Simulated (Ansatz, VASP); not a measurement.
Ta3Cd in VASP and in Ansatz

The input INCAR:

```
SYSTEM = Ta3Cd
  ALGO = Normal
  EDIFF = 1E-7
  EDIFFG = -0.04
  ENCUT = 600
  GGA = PE
  IBRION = 2
  ISIF = 3
  ISMEAR = 0
  LASPH = .TRUE.
  LCHARG = .FALSE.
  LREAL = .FALSE.
  LWAVE = .FALSE.
  NELM = 100
  NSW = 90
  PREC = Accurate
  SIGMA = 0.1
```

File KPOINTS:

```
k-points
0
G
  3 3 4
  0 0 0
```

POSCAR

```
Ta3Cd
1.0
    6.4717138519      0.0000000000      0.0000000000
   -3.2358569259      5.6046686017      0.0000000000
    0.0000000000      0.0000000000      4.5899438439
Ta Cd
6 2
Direct
    0.3277995237      0.0000000000      0.0184335061
    0.0000000000      0.3277995237      0.0184335061
    0.6722004763      0.6722004763      0.0184335061
    0.6722004763      0.0000000000      0.5184335061
    0.3277995237      0.3277995237      0.5184335061
    0.0000000000      0.6722004763      0.5184335061
    0.0000000000      0.0000000000      0.2500000000
    0.0000000000      0.0000000000      0.7500000000
```

Input for Ansatz:

```yaml
crystal:
  lattice:
    - [6.4717138519, 0.0, 0.0]
    - [-3.2358569259, 5.6046686017, 0.0]
    - [0.0, 0.0, 4.5899438439]
  atoms:
    - { symbol: Ta, position: [0.3277995237, 0.0, 0.0184335061] }
    - { symbol: Ta, position: [0.0, 0.3277995237, 0.0184335061] }
    - { symbol: Ta, position: [0.6722004763, 0.6722004763, 0.0184335061] }
    - { symbol: Ta, position: [0.6722004763, 0.0, 0.5184335061] }
    - { symbol: Ta, position: [0.3277995237, 0.3277995237, 0.5184335061] }
    - { symbol: Ta, position: [0.0, 0.6722004763, 0.5184335061] }
    - { symbol: Cd, position: [0.0, 0.0, 0.25] }
    - { symbol: Cd, position: [0.0, 0.0, 0.75] }
basis:
  ecutwfc: 420
kpoints:
  mp_grid: { grid: [3, 3, 4] }
hamiltonian:
  xc: pbe
scf:
  occupations: { method: gaussian, width: 0.1 }
  lower_state_search: "off"
output:
  forces: true
  stress: true
  eigenvalues: true
relax:
  adjacent_minimum: "off"
  f_tol: 0.04
  max_steps: 70
  cell: { stress_tol: 0.4 }
```

Alike in both runs: task relaxation of cell and atoms; functional PBE; k mesh 3 × 3 × 4; occupations gaussian, width 0.1 eV; no spin polarisation.

|  | VASP | Ansatz |
| --- | --- | --- |
| version | VASP 6.6.1 | Ansatz 0.2.0 |
| potentials or method | VASP PAW PBE potentials, release 64 (Ta_pv, Cd), cutoff 600 eV | scalar-relativistic, plane waves, PAW |
| valence electrons in the cell | 90 | 118 |

```tsv
	VASP	Ansatz	Ansatz less VASP
gap on the k mesh at the Fermi level, each at its own relaxed structure (eV)	none	none	-
relaxed volume (Å³/atom)	19.15	19.11	-0.049
relaxed cell length with the largest relative difference (Å)	5.578	5.572	-0.0055
```

A gap of «none» marks a metal or a gap that the smearing closes. VASP's potentials hold 90 valence electrons a cell and Ansatz's 118, so a difference there can come from the potentials and not from the codes.

The k mesh is coarse, so the values compare programs but aren't converged. Neither program's run includes spin-orbit coupling.
